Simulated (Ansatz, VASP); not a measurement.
**Be: VASP beside Ansatz**

File INCAR:

```
PREC = Accurate
ENCUT = 600
EDIFF = 1E-6
ISMEAR = 0
SIGMA = 0.1
LREAL = F
LASPH = T
NELM = 80
ALGO = Fast
ISIF = 3
LWAVE = F
LCHARG = F
GGA = PS
IBRION = 2
NSW = 100
EDIFFG = -0.01
```

File KPOINTS:

```
Automatic mesh
0
Gamma
  12 12 6
```

POSCAR

```
Be
1.0
    1.7871822379     -3.0891730292      0.0000000000
    1.7871822379      3.0891730292      0.0000000000
    0.0000000000      0.0000000000      6.1735501973
Be
8
Direct
    0.9011059847      0.0988940153      0.7500000000
    0.0988940153      0.9011059847      0.2500000000
    0.5800677173      0.4199322827      0.7500000000
    0.4199322827      0.5800677173      0.2500000000
    0.7620147144      0.2379852856      0.4097668748
    0.2379852856      0.7620147144      0.9097668748
    0.2379852856      0.7620147144      0.5902331252
    0.7620147144      0.2379852856      0.0902331252
```

Input for Ansatz:

```yaml
crystal:
  lattice:
    - [1.7871822379, -3.0891730292, 0.0]
    - [1.7871822379, 3.0891730292, 0.0]
    - [0.0, 0.0, 6.1735501973]
  atoms:
    - { symbol: Be, position: [0.9011059847, 0.0988940153, 0.75] }
    - { symbol: Be, position: [0.0988940153, 0.9011059847, 0.25] }
    - { symbol: Be, position: [0.5800677173, 0.4199322827, 0.75] }
    - { symbol: Be, position: [0.4199322827, 0.5800677173, 0.25] }
    - { symbol: Be, position: [0.7620147144, 0.2379852856, 0.4097668748] }
    - { symbol: Be, position: [0.2379852856, 0.7620147144, 0.9097668748] }
    - { symbol: Be, position: [0.2379852856, 0.7620147144, 0.5902331252] }
    - { symbol: Be, position: [0.7620147144, 0.2379852856, 0.0902331252] }
basis:
  ecutwfc: 420
kpoints:
  mp_grid: { grid: [12, 12, 6] }
hamiltonian:
  xc: pbesol
scf:
  occupations: { method: gaussian, width: 0.1 }
output:
  forces: true
  stress: true
  eigenvalues: true
relax:
  adjacent_minimum: "off"
  f_tol: 0.01
  max_steps: 80
  cell: { stress_tol: 0.05 }
```

Change from the starting cell: the structure that the rattled graphite type (P6_3/mmc, No. 194) fell into.

Alike in both runs: task relaxation of cell and atoms; functional PBEsol; k mesh 12 × 12 × 6; occupations gaussian, width 0.1 eV; no spin polarisation.

```csv
,VASP,Ansatz
version,VASP 6.6.1,Ansatz 0.2.0
potentials or method,"VASP PAW PBE potentials, release 64 (Be), cutoff 600 eV","scalar-relativistic, plane waves, PAW"
valence electrons in the cell,16,16
```

```csv
,VASP,Ansatz,Ansatz less VASP
"gap on the k mesh at the Fermi level, each at its own relaxed structure (eV)",none,none,-
relaxed volume (Å³/atom),8.56,8.54,-0.022
relaxed cell length with the largest relative difference (Å),3.571,3.569,-0.0030
```

VASP's potentials were made for PBE, not for PBEsol. A gap of «none» marks a metal or a gap that the smearing closes.
